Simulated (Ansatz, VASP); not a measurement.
One calculation of Be, two programs

```
Be
1.0
     1.98791    0.00000    0.00000
     0.00000    1.98791    0.00000
     0.00000    0.00000    1.98791
Be
1
Direct
  0.00000 0.00000 0.00000
```

Change from the starting cell: volume scaled by 0.8, LAPW.

Alike in both runs: task single point; functional LDA; k mesh 21 × 21 × 21; occupations fermi-dirac, width 0.1 eV; no spin polarisation.

```csv
,VASP,Ansatz
version,VASP 6.6.1,Ansatz 0.2.0
potentials or method,"VASP PAW LDA potentials, release 64 (Be), cutoff 600 eV","all-electron LAPW, scalar-relativistic"
```

```csv
,VASP,Ansatz,Ansatz less VASP
pressure (GPa),26.5,25.9,-0.52
```

LDA's correlation is that of Perdew and Zunger in VASP and of Perdew and Wang (1992) in Ansatz. Ansatz ran all-electron here, and VASP with PAW potentials.
